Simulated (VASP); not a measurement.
Crystal: AlN.

```xyz
2
Lattice="0.0000 2.1849 2.2723 2.1849 0.0000 2.2723 2.1849 2.1849 0.0000" Properties=species:S:1:pos:R:3 pbc="T T T"
Al    0.0000    0.0000    0.0000
N     1.0924    1.0924    1.1361
```

This cell differs from its parent crystal: uniaxial z strain +4.0%.

Base run:

```yaml
Program: VASP 6.6.1
Functional: r2SCAN
Potentials_or_basis: VASP PAW PBE potentials, release 64 (Al, N)
Cutoff: 520 eV
k_mesh: 10 × 10 × 10
Occupations: gaussian, width 0.01 eV
Spin: no spin polarisation
```

Its results: band gap on the k mesh 3.78 eV (least direct gap 4.45 eV); pressure -8.2 GPa.

**Question.** The run is repeated on the same cell with these changes: functional from r2SCAN to PBE; occupations from gaussian, width 0.01 eV to fermi-dirac, width 0.02 eV. What comes out?

**Answer.** Band gap on the k mesh 3.18 eV (least direct gap 3.77 eV); pressure -3.4 GPa.

Caveats: the cell stands under tension; the PAW data sets were made with another functional, which shifts forces and pressure a little (at least some runs).

A k mesh can miss the band edges.
